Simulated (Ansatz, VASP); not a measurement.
# Two plane-wave programs on ZrB

```
Zr B
1.0
     0.00000    2.32500    2.32500
     2.32500    0.00000    2.32500
     2.32500    2.32500    0.00000
Zr B
1 1
Direct
  0.00000 0.00000 0.00000
  0.55376 0.55376 0.44624
```

Change from the starting cell: all B atoms moved -0.250 Å, as atom 2 towards its neighbour atom 1 (Zr) at 2.325 Å.

Alike in both runs: task single point; functional LDA; k mesh 18 × 18 × 18; occupations gaussian, width 0.15 eV; no spin polarisation.

```csv
,VASP,Ansatz
version,VASP 6.6.1,Ansatz 0.2.0
potentials or method,"VASP PAW LDA potentials, release 64 (Zr_sv, B), cutoff 500 eV","scalar-relativistic, plane waves, PAW"
valence electrons in the cell,15,15
```

```csv
,VASP,Ansatz,Ansatz less VASP
gap on the k mesh at the Fermi level (eV),none,none,-
rms of the force components (eV/Å),1.750,1.743,-0.0070
```

LDA's correlation is that of Perdew and Zunger in VASP and of Perdew and Wang (1992) in Ansatz. Atom by atom the forces differ by 0.007 eV/Å (rms over components). A gap of «none» marks a metal or a gap that the smearing closes.
